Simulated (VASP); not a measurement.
Wanted: the native input for a VASP 6.6.1 run.

```
Task                   : single point
Functional             : LDA
Potentials or basis    : VASP PAW LDA potentials, release 64 (Ag)
Cutoff                 : 520 eV
k mesh                 : 3 × 3 × 2
Occupations            : methfessel-paxton, width 0.15 eV
Spin                   : no spin polarisation
Dipole correction      : no
Further INCAR settings : LREAL = Auto; ALGO = Normal; EDIFF = 1e-06; NBANDS = 96
```

The structure of Ag (a cell with a defect) lies in POSCAR:

```
Ag
1.0
    5.9290315600      0.0000000000      0.0000000000
   -2.9645157800      5.1346829800      0.0000000000
    0.0000000000      0.0000000000      9.6928536200
Ag
15
Direct
    0.1532657044      0.3445457114      0.1246368765
    0.3362920843      0.1636457408      0.3788311620
    0.1629832168      0.3210067703      0.6246392690
    0.3362752679      0.1636225651      0.8704369560
    0.3317363756      0.6550875708      0.3834624091
    0.1706959326      0.8285382012      0.6246405071
    0.3317310637      0.6550901026      0.8658203589
    0.6606822366      0.3730851559      0.1246384241
    0.8314341483      0.1627366292      0.3738823614
    0.6682779606      0.3236579564      0.6246389595
    0.8314417017      0.1627436403      0.8753959703
    0.6073426704      0.8626234603      0.1246429635
    0.8320552454      0.6630572936      0.3857642080
    0.6677669692      0.8308026059      0.6246460782
    0.8320311626      0.6630313913      0.8635301149
```

One way to write it, as run:

INCAR

```
ALGO = Normal
EDIFF = 1E-6
ENCUT = 520
GGA = CA
ISIF = 2
ISMEAR = 1
LASPH = T
LCHARG = T
LELF = T
LREAL = Auto
LVHAR = T
LWAVE = F
NBANDS = 96
NELM = 80
PREC = Accurate
SIGMA = 0.15
```

KPOINTS

```
k-points
0
Gamma
  3 3 2
```

Potentials or basis: VASP PAW LDA potentials, release 64 (Ag).

Run with:

```bash
$ cat potpaw_LDA.64/Ag/POTCAR > POTCAR
$ mpirun -np 1 vasp_std > vasp.out
```

Results of the run:

```json
{
 "Pressure": "-11.7 GPa",
 "Largest force": "0.243 eV/Å",
 "Band gap on the k mesh": "zero (an odd number of electrons rules out a gap without spin polarisation)"
}
```

Caveat: the k points lie up to 0.41 Å⁻¹ apart, too coarse for converged energies and pressures of a metal.

Run time: 11 min on 1 thread of Oxide Virtual Turin-like Processor, with other jobs on the host, peak memory 0.38 GiB.
